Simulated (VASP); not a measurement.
# Al26SbN27 (a cell with a defect) in VASP: electric field gradients with PBEsol

Aim: the electric field gradients of Al26SbN27 (a cell with a defect) with PBEsol.

The COD entry that gives the cell may itself be a prediction, so a difference from it is no test against experiment.

Everything below comes from runs of VASP 6.6.1. Logs are shortened: lines on timing, memory, paths and dates and some standing lists are left out, and cuts for length are marked.

## (1) The cell of the first run

The cell holds a defect, 54 atoms: a = 8.354 Å, b = 8.354 Å, c = 8.354 Å, α = 60.00°, β = 60.00°, γ = 60.00°.

## (2) Electric field gradients, PBEsol

File INCAR:

```
ALGO = Normal ; EDIFF = 1E-8
ENCUT = 520 ; GGA = PS
GGA_COMPAT = F ; ISIF = 2
ISMEAR = -1 ; LASPH = T
LCHARG = F ; LEFG = T
LREAL = F ; LWAVE = F
NBANDS = 142 ; NELECT = 219.0
NELM = 120 ; PREC = Accurate
SIGMA = 0.01
```

File KPOINTS:

```
k-points
0
Gamma
  3 3 3
```

File POSCAR:

```
Al26SbN27
1.0
    0.0000000000      5.9070000000      5.9070000000
    5.9070000000      0.0000000000      5.9070000000
    5.9070000000      5.9070000000      0.0000000000
Sb Al N
1 26 27
Direct
    0.0000000000      0.0000000000      0.0000000000
    0.0000000000      0.0000000000      0.3333333333
    0.0000000000      0.0000000000      0.6666666667
    0.0000000000      0.3333333333      0.0000000000
    0.0000000000      0.3333333333      0.3333333333
    0.0000000000      0.3333333333      0.6666666667
    0.0000000000      0.6666666667      0.0000000000
    0.0000000000      0.6666666667      0.3333333333
    0.0000000000      0.6666666667      0.6666666667
    0.3333333333      0.0000000000      0.0000000000
    0.3333333333      0.0000000000      0.3333333333
    0.3333333333      0.0000000000      0.6666666667
    0.3333333333      0.3333333333      0.0000000000
    0.3333333333      0.3333333333      0.3333333333
    0.3333333333      0.3333333333      0.6666666667
    0.3333333333      0.6666666667      0.0000000000
    0.3333333333      0.6666666667      0.3333333333
    0.3333333333      0.6666666667      0.6666666667
    0.6666666667      0.0000000000      0.0000000000
    0.6666666667      0.0000000000      0.3333333333
    0.6666666667      0.0000000000      0.6666666667
    0.6666666667      0.3333333333      0.0000000000
    0.6666666667      0.3333333333      0.3333333333
    0.6666666667      0.3333333333      0.6666666667
    0.6666666667      0.6666666667      0.0000000000
    0.6666666667      0.6666666667      0.3333333333
    0.6666666667      0.6666666667      0.6666666667
    0.1666666667      0.1666666667      0.1666666667
    0.1666666667      0.1666666667      0.5000000000
    0.1666666667      0.1666666667      0.8333333333
    0.1666666667      0.5000000000      0.1666666667
    0.1666666667      0.5000000000      0.5000000000
    0.1666666667      0.5000000000      0.8333333333
    0.1666666667      0.8333333333      0.1666666667
    0.1666666667      0.8333333333      0.5000000000
    0.1666666667      0.8333333333      0.8333333333
    0.5000000000      0.1666666667      0.1666666667
    0.5000000000      0.1666666667      0.5000000000
    0.5000000000      0.1666666667      0.8333333333
    0.5000000000      0.5000000000      0.1666666667
    0.5000000000      0.5000000000      0.5000000000
    0.5000000000      0.5000000000      0.8333333333
    0.5000000000      0.8333333333      0.1666666667
    0.5000000000      0.8333333333      0.5000000000
    0.5000000000      0.8333333333      0.8333333333
    0.8333333333      0.1666666667      0.1666666667
    0.8333333333      0.1666666667      0.5000000000
    0.8333333333      0.1666666667      0.8333333333
    0.8333333333      0.5000000000      0.1666666667
    0.8333333333      0.5000000000      0.5000000000
    0.8333333333      0.5000000000      0.8333333333
    0.8333333333      0.8333333333      0.1666666667
    0.8333333333      0.8333333333      0.5000000000
    0.8333333333      0.8333333333      0.8333333333
```

Potentials or basis: VASP PAW PBE potentials, release 64 (Sb, Al, N).

Launch:

```sh
> cat potpaw_PBE.64/Sb/POTCAR potpaw_PBE.64/Al/POTCAR potpaw_PBE.64/N/POTCAR > POTCAR
> mpirun -np 1 vasp_std > vasp.out
```

OUTCAR:

```text
EDIFF = 1E-8
   ENCUT = 520
   GGA = PS
   ISIF = 2
   ISMEAR = -1
   LASPH = T
   LREAL = F
   NELECT = 219.0
   NELM = 120
   PREC = Accurate

 ion  position               nearest neighbor table
   1  0.000  0.000  0.000-  30 1.97  34 1.97  36 1.97  46 1.97  48 1.97  52 1.97  10 2.78  12 2.78
                            16 2.78  19 2.78  20 2.78  22 2.78   2 2.78   3 2.78   4 2.78   6 2.78
   2  0.000  0.000  0.333-  34 1.97  46 1.97  35 1.97  28 1.97  47 1.97  53 1.97  17 2.78  20 2.78
                            23 2.78   1 2.78   4 2.78   5 2.78   8 2.78  10 2.78  11 2.78  21 2.78
   3  0.000  0.000  0.667-  36 1.97  48 1.97  29 1.97  47 1.97  35 1.97  54 1.97  19 2.78  21 2.78
                            24 2.78   1 2.78   6 2.78   7 2.78   9 2.78  12 2.78  18 2.78  11 2.78
   4  0.000  0.333  0.000-  30 1.97  46 1.97  33 1.97  28 1.97  49 1.97  51 1.97  15 2.78  22 2.78
                            23 2.78   1 2.78   2 2.78   5 2.78   6 2.78  10 2.78  13 2.78   9 2.78
   5  0.000  0.333  0.333-  28 1.97  47 1.97  49 1.97  29 1.97  31 1.97  50 1.97   2 2.78   4 2.78
                            11 2.78  13 2.78  14 2.78  23 2.78  24 2.78  26 2.78   3 2.78   7 2.78
   6  0.000  0.333  0.667-  29 1.97  30 1.97  48 1.97  51 1.97  50 1.97  32 1.97  24 2.78   1 2.78
                             3 2.78   4 2.78  12 2.78  15 2.78  22 2.78  14 2.78  27 2.78   5 2.78
   7  0.000  0.667  0.000-  36 1.97  52 1.97  31 1.97  49 1.97  33 1.97  54 1.97  19 2.78  25 2.78
                            26 2.78   1 2.78   3 2.78   8 2.78   9 2.78  16 2.78  18 2.78  13 2.78
   8  0.000  0.667  0.333-  31 1.97  34 1.97  52 1.97  53 1.97  32 1.97  50 1.97  26 2.78   1 2.78
                             2 2.78   7 2.78  16 2.78  17 2.78  20 2.78  14 2.78  27 2.78   6 2.78
   9  0.000  0.667  0.667-  54 1.97  35 1.97  33 1.97  51 1.97  53 1.97  32 1.97   3 2.78   7 2.78
[... 62 lines left out ...]
  53  0.833  0.833  0.500-  27 1.97  20 1.97   8 1.97   2 1.97  21 1.97   9 1.97
  54  0.833  0.833  0.833-   9 1.97  21 1.97  25 1.97  19 1.97   7 1.97   3 1.97

  LATTYP: Found a face centered cubic cell.
 ALAT       =    11.8140000000

  Lattice vectors:

 A1 = (   0.0000000000,   5.9070000000,   5.9070000000)
 A2 = (   5.9070000000,   0.0000000000,   5.9070000000)
 A3 = (   5.9070000000,   5.9070000000,   0.0000000000)

Analysis of symmetry for initial positions (statically):
=====================================================================
 Subroutine PRICEL returns:
 Original cell was already a primitive cell.

 Routine SETGRP: Setting up the symmetry group for a
 face centered cubic supercell.

 Subroutine GETGRP returns: Found 48 space group operations
 (whereof 48 operations were pure point group operations)
 out of a pool of 48 trial point group operations.

The static configuration has the point symmetry O_h .

Analysis of symmetry for dynamics (positions and initial velocities):
=====================================================================
 Subroutine PRICEL returns:
 Original cell was already a primitive cell.

 Routine SETGRP: Setting up the symmetry group for a
 face centered cubic supercell.

 Subroutine GETGRP returns: Found 48 space group operations
 (whereof 48 operations were pure point group operations)
 out of a pool of 48 trial point group operations.

The dynamic configuration has the point symmetry O_h .

 Subroutine INISYM returns: Found 48 space group operations
 (whereof 48 operations are pure point group operations),
 and found     1 'primitive' translations

----------------------------------------------------------------------------------------

                                     Primitive cell

  volume of cell :     412.2218

  direct lattice vectors                    reciprocal lattice vectors
     0.000000000  5.907000000  5.907000000    -0.084645336  0.084645336  0.084645336
     5.907000000  0.000000000  5.907000000     0.084645336 -0.084645336  0.084645336
     5.907000000  5.907000000  0.000000000     0.084645336  0.084645336 -0.084645336

  length of vectors
     8.353759513  8.353759513  8.353759513     0.146610023  0.146610023  0.146610023

  position of ions in fractional coordinates (direct lattice)
     0.000000000  0.000000000  0.000000000
     0.000000000  0.000000000  0.333333333
     0.000000000  0.000000000  0.666666667
     0.000000000  0.333333333  0.000000000
     0.000000000  0.333333333  0.333333333
     0.000000000  0.333333333  0.666666667
[... 46 lines left out ...]
     0.833333333  0.833333333  0.500000000
[... 130 lines left out ...]
  volume/ion in A,a.u.               =       7.63        51.51
  Fermi-wavevector in a.u.,A,eV,Ry     =   1.325905  2.505598 23.919387  1.758025
  Thomas-Fermi vector in A             =   2.455332
   LORBIT       =      0    0 simple, 1 ext, 2 COOP (PROOUT), +10 PAW based schemes
   GGA     = PS    functional components
   LHFCALC =     F    Hartree Fock is set to
   AEXX    =    0.0000 exact exchange contribution
   IVDW    =     0    specifies the selected vdW correction
   LEPSILON=     F    determine dielectric tensor
   LRPA    =     F    only Hartree local field effects (RPA)
 non-spin polarized calculation
  energy-cutoff  :      520.00
  volume of cell :      412.22
 maximum number of plane-waves:     11146
 NGX is ok and might be reduce to    64
   NGX = 31   NGY = 31   NGZ = 31

 number of electron     219.0000000 magnetization

 Free energy of the ion-electron system (eV)
  ---------------------------------------------------
  ext. energy  EPLUGINS =         0.00000000
  ---------------------------------------------------
  free energy    TOTEN  =      -383.96065993 eV

  energy without entropy =     -383.95477923  energy(sigma->0) =     -383.95771958

 E-fermi :  16.9017     XC(G=0): -12.9385

 val. band max:       16.8965917564   @ k =  -0.3333   0.3333   0.0000
 cond. band min:      17.0133944328   @ k =   0.0000   0.0000   0.0000
 fundamental gap:      0.1168026765
 Fermi energy:        16.9016999624

 k-point     1 :       0.0000    0.0000    0.0000
  band No.  band energies     occupation
      1      -7.6024      2.00000
      2      -5.8391      2.00000
      3      -5.2326      2.00000
      4      -5.2326      2.00000
      5      -5.2326      2.00000
      6      -4.7895      2.00000
[... 485 lines left out ...]
    120      18.6837      0.00000
    121      18.8760      0.00000
 [bands above 121 left out]

------------------------ aborting loop because EDIFF is reached ----------------------------------------

  FORCE on cell =-STRESS in cart. coord.  units (eV):
  Direction    XX          YY          ZZ          XY          YZ          ZX
  --------------------------------------------------------------------------------------
  -------------------------------------------------------------------------------------
  Total      116.4757319    116.4757319    116.4757319     -0.0000000      0.0000000     -0.0000000
  in kB      452.7048238    452.7048238    452.7048238     -0.0000000      0.0000000     -0.0000000
  external PRESSURE =     452.7048238 kB  Pullay stress =       0.0000000 kB

 VOLUME and BASIS-vectors are now :
 -----------------------------------------------------------------------------
  energy-cutoff  :      520.00
  volume of cell :      412.22
      direct lattice vectors                 reciprocal lattice vectors
     0.000000000  5.907000000  5.907000000    -0.084645336  0.084645336  0.084645336
     5.907000000  0.000000000  5.907000000     0.084645336 -0.084645336  0.084645336
     5.907000000  5.907000000  0.000000000     0.084645336  0.084645336 -0.084645336

 POSITION                                       TOTAL-FORCE (eV/Angst)
 -----------------------------------------------------------------------------------
      0.00000      0.00000      0.00000         0.000000     -0.000000      0.000000
      1.96900      1.96900      0.00000         0.810460      0.810460      0.000000
      3.93800      3.93800      0.00000        -0.810460     -0.810460      0.000000
      1.96900      0.00000      1.96900         0.810460     -0.000000      0.810460
      3.93800      1.96900      1.96900         0.070220     -0.070220     -0.070220
      5.90700      3.93800      1.96900         0.000000     -0.810460      0.810460
[... 46 lines left out ...]
      7.87600      7.87600      9.84500        -0.077710     -0.077710      0.077710
      9.84500      9.84500      9.84500         0.077710      0.077710      0.077710
 -----------------------------------------------------------------------------------
    total drift:                               -0.000000     -0.000000      0.000000

  FREE ENERGIE OF THE ION-ELECTRON SYSTEM (eV)
  ---------------------------------------------------
  free  energy   TOTEN  =      -383.9606599264 eV

  energy  without entropy=     -383.9547792316  energy(sigma->0) =     -383.95771958

 Electric field gradients (V/A^2)
---------------------------------------------------------------------
 ion       V_xx      V_yy      V_zz      V_xy      V_xz      V_yz
---------------------------------------------------------------------
   1      -0.000    -0.000     0.000     0.000     0.000     0.000
   2       0.330     0.330    -0.659    -2.511     0.000     0.000
   3       0.330     0.330    -0.659    -2.511     0.000     0.000
   4       0.330    -0.659     0.330     0.000    -2.511     0.000
   5      -0.000     0.000     0.000     0.040     0.040    -0.040
   6      -0.659     0.330     0.330    -0.000    -0.000     2.511
[... 46 lines left out ...]
  53       0.000     0.000    -0.000     1.302    -1.302    -1.302
  54       0.000    -0.000     0.000     1.303     1.303     1.303
---------------------------------------------------------------------

 Electric field gradients after diagonalization (V/A^2)
 (convention: |V_zz| > |V_xx| > |V_yy|)
----------------------------------------------------------------------
 ion       V_xx      V_yy      V_zz     asymmetry (V_yy - V_xx)/ V_zz
----------------------------------------------------------------------
   1      -0.000    -0.000     0.000       0.000
   2      -2.181    -0.659     2.841       0.536
   3      -2.181    -0.659     2.841       0.536
   4      -2.181    -0.659     2.841       0.536
   5       0.040     0.040    -0.079       0.000
   6      -2.181    -0.659     2.841       0.536
[... 46 lines left out ...]
  53      -1.302    -1.302     2.604       0.000
  54      -1.303    -1.303     2.605       0.000
----------------------------------------------------------------------

           NMR quadrupolar parameters

 Cq : quadrupolar parameter    Cq=e*Q*V_zz/h
 eta: asymmetry parameters     (V_yy - V_xx)/ V_zz
 Q  : nuclear electric quadrupole moment in mb (millibarn)
----------------------------------------------------------------------
 ion       Cq(MHz)       eta       Q (mb)
----------------------------------------------------------------------
   1       0.000       0.000       1.000
   2       0.007       0.536       1.000
   3       0.007       0.536       1.000
   4       0.007       0.536       1.000
   5      -0.000       0.000       1.000
   6       0.007       0.536       1.000
[... 46 lines left out ...]
  53       0.006       0.000       1.000
  54       0.006       0.000       1.000
----------------------------------------------------------------------
```

It used 1300 s of CPU time on 1 thread of AMD EPYC 7R13 Processor (Zen 3), with other jobs on the host.

What came out:

* Free energy: -383.9607 eV
* Largest force: 4.946 eV/Å

Forces in eV/Å, atoms in the order of the input:
```
Sb   0.000  0.000  0.000
Al   0.810  0.810  0.000
Al  -0.810 -0.810  0.000
Al   0.810  0.000  0.810
Al   0.070 -0.070 -0.070
Al   0.000 -0.810  0.810
Al  -0.810  0.000 -0.810
Al   0.000  0.810 -0.810
Al  -0.070  0.070  0.070
Al   0.000  0.810  0.810
Al  -0.070  0.070 -0.070
Al  -0.810  0.000  0.810
Al  -0.070 -0.070  0.070
Al   0.070  0.070  0.070
Al   0.000  0.000  0.607
Al  -0.810  0.810  0.000
Al   0.000  0.607  0.000
Al  -0.607  0.000  0.000
Al   0.000 -0.810 -0.810
Al   0.810  0.000 -0.810
Al   0.070 -0.070  0.070
Al   0.810 -0.810  0.000
Al   0.607  0.000  0.000
Al   0.000 -0.607  0.000
Al   0.070  0.070 -0.070
Al   0.000  0.000 -0.607
Al  -0.070 -0.070 -0.070
N   -0.078 -0.078 -0.078
N    0.078  0.078 -0.078
N    0.000  0.000  4.946
N    0.078 -0.078  0.078
N    0.000 -0.152 -0.152
N    0.152  0.000 -0.152
N    0.000  4.946  0.000
N    0.152 -0.152  0.000
N   -4.946  0.000  0.000
N   -0.078  0.078  0.078
N   -0.152  0.000 -0.152
N    0.000  0.152 -0.152
N   -0.152 -0.152  0.000
N    0.000  0.000  0.000
N    0.152  0.152  0.000
N    0.000 -0.152  0.152
N    0.152  0.000  0.152
N    0.078 -0.078 -0.078
N    4.946  0.000  0.000
N   -0.152  0.152  0.000
N    0.000 -4.946  0.000
N   -0.152  0.000  0.152
N    0.000  0.152  0.152
N   -0.078  0.078 -0.078
N    0.000  0.000 -4.946
N   -0.078 -0.078  0.078
N    0.078  0.078  0.078
```

Electric field gradients, principal values (V/Å²):
```tsv
atom	least	middle	greatest (by size)
1 Sb	0.000	0.000	0.000
2 Al	-0.659	-2.181	2.841
3 Al	-0.659	-2.181	2.841
4 Al	-0.659	-2.181	2.841
5 Al	0.040	0.040	-0.079
6 Al	-0.659	-2.181	2.841
7 Al	-0.659	-2.181	2.841
8 Al	-0.659	-2.181	2.841
9 Al	0.040	0.040	-0.079
10 Al	-0.659	-2.181	2.841
11 Al	0.040	0.040	-0.079
12 Al	-0.659	-2.181	2.841
13 Al	0.040	0.040	-0.079
14 Al	0.040	0.040	-0.079
15 Al	2.591	2.591	-5.181
16 Al	-0.659	-2.181	2.841
17 Al	2.591	2.591	-5.181
18 Al	2.591	2.591	-5.181
19 Al	-0.659	-2.181	2.841
20 Al	-0.659	-2.181	2.841
21 Al	0.040	0.040	-0.079
22 Al	-0.659	-2.181	2.841
23 Al	2.591	2.591	-5.181
24 Al	2.591	2.591	-5.181
25 Al	0.040	0.040	-0.079
26 Al	2.591	2.591	-5.181
27 Al	0.040	0.040	-0.079
28 N	-1.303	-1.303	2.605
29 N	-1.302	-1.302	2.604
30 N	-0.521	-0.521	1.042
31 N	-1.302	-1.302	2.604
32 N	-0.597	-1.325	1.923
33 N	-0.598	-1.326	1.923
34 N	-0.521	-0.521	1.042
35 N	-0.598	-1.326	1.923
36 N	-0.521	-0.521	1.042
37 N	-1.302	-1.302	2.604
38 N	-0.597	-1.325	1.923
39 N	-0.598	-1.326	1.923
40 N	-0.597	-1.325	1.923
41 N	-0.001	-0.001	0.001
42 N	-0.597	-1.325	1.923
43 N	-0.598	-1.326	1.923
44 N	-0.597	-1.325	1.923
45 N	-1.302	-1.302	2.604
46 N	-0.521	-0.521	1.042
47 N	-0.598	-1.326	1.923
48 N	-0.521	-0.521	1.042
49 N	-0.598	-1.326	1.923
50 N	-0.597	-1.325	1.923
51 N	-1.302	-1.302	2.604
52 N	-0.521	-0.521	1.042
53 N	-1.302	-1.302	2.604
54 N	-1.303	-1.303	2.605
```

Caveat: the cell carries a net charge on a neutralising background, which shifts energy and pressure; the cell is charged against a uniform background, so pressure and absolute levels hang on convention; without QUAD_EFG the Cq values of the log hold for a quadrupole moment of 1 mb, not for the nuclei; the PAW data sets were made with another functional, which shifts forces and pressure a little; spin-orbit coupling is left out, which moves the levels of the heavy elements.
